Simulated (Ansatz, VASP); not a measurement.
## Ba: VASP beside Ansatz

```
CELL_PARAMETERS angstrom
-2.60000 2.60000 2.60000
2.60000 -2.60000 2.60000
2.60000 2.60000 -2.60000
ATOMIC_POSITIONS crystal
Ba 0.00000 0.00000 0.00000
```

Change from the starting cell: strain +0.040 along x and y, +0.040 along z, atoms carried along.

Alike in both runs: task single point; functional PBEsol; k mesh 14 × 14 × 14; occupations gaussian, width 0.15 eV; no spin polarisation.

|  | VASP | Ansatz |
| --- | --- | --- |
| version | VASP 6.6.1 | Ansatz 0.2.0 |
| potentials or method | VASP PAW PBE potentials, release 64 (Ba_sv), cutoff 520 eV | scalar-relativistic, plane waves, PAW |
| valence electrons in the cell | 10 | 10 |

|  | VASP | Ansatz | Ansatz less VASP |
| --- | --- | --- | --- |
| gap on the k mesh at the Fermi level (eV) | none | none | - |
| pressure (GPa) | -1.3 | -1.3 | -0.03 |

VASP's potentials were made for PBE, not for PBEsol. A gap of «none» marks a metal or a gap that the smearing closes.

Neither program's run includes spin-orbit coupling.
